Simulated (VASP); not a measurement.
A run of VASP 6.6.1:

File POSCAR:

```
AlN
1.0
    3.3121157418      0.0000000000      0.0000000000
   -1.6560578709      2.8683763727      0.0000000000
    0.0000000000      0.0000000000      4.1875630000
Al N
2 2
Direct
    0.6666666667      0.3333333333      0.2500000000
    0.3333333333      0.6666666667      0.7500000000
    0.6666666667      0.3333333333      0.7500000000
    0.3333333333      0.6666666667      0.2500000000
```

INCAR.step1

```
PREC = Accurate
ENCUT = 520
EDIFF = 1E-5
ISMEAR = -1
SIGMA = 0.05
LREAL = F
LASPH = T
NELM = 60
ALGO = Normal
ISIF = 2
LWAVE = T
GGA = PE
NBANDS = 16
```

The input INCAR.step2:

```
PREC = Accurate
ENCUT = 520
EDIFF = 1E-7
ISMEAR = -1
SIGMA = 0.05
LREAL = F
LASPH = T
NELM = 60
ALGO = Normal
ISIF = 2
LWAVE = F
LCHARG = T
GGA = PE
LHFCALC = T
AEXX = 0.25
HFSCREEN = 0.3
PRECFOCK = Normal
LELF = T
LVHAR = T
ISTART = 1
NBANDS = 16
```

KPOINTS

```
regular mesh
0
Gamma
  5 5 4
```

Potentials or basis: VASP PAW PBE potentials, release 64 (Al, N).

Command:

```console
$ cat potpaw_PBE.64/Al/POTCAR potpaw_PBE.64/N/POTCAR > POTCAR
$ cp INCAR.step1 INCAR
$ mpirun -np 1 vasp_std > vasp.out
$ cp INCAR.step2 INCAR
$ mpirun -np 1 vasp_std > vasp.out
```

Hardware: 1 thread of Intel(R) Xeon(R) Platinum 8488C (Sapphire Rapids), with other jobs on the host.

Task: Estimate the wall time of this run.

Result: Run time: 8 min on 1 thread of Intel(R) Xeon(R) Platinum 8488C (Sapphire Rapids), with other jobs on the host, peak memory 0.25 GiB. Counts: k points 15.
